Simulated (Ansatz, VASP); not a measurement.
SrCuS2 in VASP and in Ansatz

Contents of INCAR:

```
SYSTEM = SrCuS2
PREC     = Accurate       ! precision mode
ENCUT    = 600            ! plane-wave cutoff, eV
EDIFF    = 1E-6           ! SCF threshold, eV
ISMEAR   = -1             ! smearing method
SIGMA    = 0.1            ! smearing width, eV
LREAL    = .False.        ! projectors in reciprocal space
LASPH    = .True.         ! aspherical terms in the spheres
NELM     = 150            ! most SCF steps
ALGO     = Normal         ! electronic algorithm
ISIF     = 3              ! what is computed and relaxed
LWAVE    = .False.        ! write WAVECAR
LCHARG   = .False.        ! write CHGCAR
ISPIN    = 2              ! spin polarisation
MAGMOM   = 0 0 0 0 0 0 0 0 ! initial moments
LORBIT   = 11             ! projections on sites
LMAXMIX  = 4              ! l up to which the mixer works
IBRION   = 2              ! ionic algorithm
NSW      = 60             ! ionic steps
EDIFFG   = -0.01          ! ionic threshold
```

File KPOINTS:

```
regular mesh
0
Gamma
  4 4 2
  0 0 0
```

Contents of POSCAR:

```
SrCuS2
1.0
    4.5593921700      0.0000000000      0.0000000000
    0.0000000000      4.5593921700      0.0000000000
    0.0000000000      0.0000000000      8.9251492800
Sr Cu S
2 2 4
Direct
    0.2500000000      0.2500000000      0.6975000000
    0.7500000000      0.7500000000      0.3025000000
    0.2500000000      0.2500000000      0.0933000000
    0.7500000000      0.7500000000      0.9067000000
    0.2500000000      0.2500000000      0.3488000000
    0.7500000000      0.7500000000      0.6512000000
    0.7500000000      0.2500000000      0.0000000000
    0.2500000000      0.7500000000      0.0000000000
```

Input for Ansatz:

```yaml
crystal:
  lattice:
    - [4.55939217, 0.0, 0.0]
    - [0.0, 4.55939217, 0.0]
    - [0.0, 0.0, 8.92514928]
  atoms:
    - { symbol: Sr, position: [0.25, 0.25, 0.6975] }
    - { symbol: Sr, position: [0.75, 0.75, 0.3025] }
    - { symbol: Cu, position: [0.25, 0.25, 0.0933] }
    - { symbol: Cu, position: [0.75, 0.75, 0.9067] }
    - { symbol: S, position: [0.25, 0.25, 0.3488] }
    - { symbol: S, position: [0.75, 0.75, 0.6512] }
    - { symbol: S, position: [0.75, 0.25, 0.0] }
    - { symbol: S, position: [0.25, 0.75, 0.0] }
kpoints:
  mp_grid: { grid: [4, 4, 2], shift: [0, 0, 0] }
magnetization:
  spin_polarized: true
scf:
  occupations: { method: fermi_dirac }
hamiltonian:
  pseudopotentials: { kind: paw }
  xc: lda
basis:
  ecutwfc: 500
output:
  forces: true
  stress: true
  eigenvalues: true
relax:
  max_steps: 40
  cell: {}
```

Alike in both runs: task relaxation of cell and atoms; functional LDA; k mesh 4 × 4 × 2; collinear spin.

|  | VASP | Ansatz |
| --- | --- | --- |
| version | VASP 6.6.1 | Ansatz 0.2.0 |
| potentials or method | VASP PAW LDA potentials, release 64 (Sr_sv, Cu, S), cutoff 600 eV | PAW plane waves |
| occupations | fermi-dirac, width 0.1 eV | fermi-dirac |
| valence electrons in the cell | 66 | 82 |

```tsv
	VASP	Ansatz	Ansatz less VASP
gap on the k mesh at the Fermi level, each at its own relaxed structure (eV)	none	none	-
net moment per atom (μB)	0.00	0.00	0.000
relaxed volume (Å³/atom)	19.63	19.59	-0.045
relaxed cell length with the largest relative difference (Å)	8.777	8.758	-0.0187
```

LDA's correlation is that of Perdew and Zunger in VASP and of Perdew and Wang (1992) in Ansatz. A gap of «none» marks a metal or a gap that the smearing closes. VASP's potentials hold 66 valence electrons a cell and Ansatz's 82, so a difference there can come from the potentials and not from the codes. Ansatz's warnings: no starting moments.

Noted on VASP's run: the volume moved by over 15 % at a fixed basis, so the end points are rough.
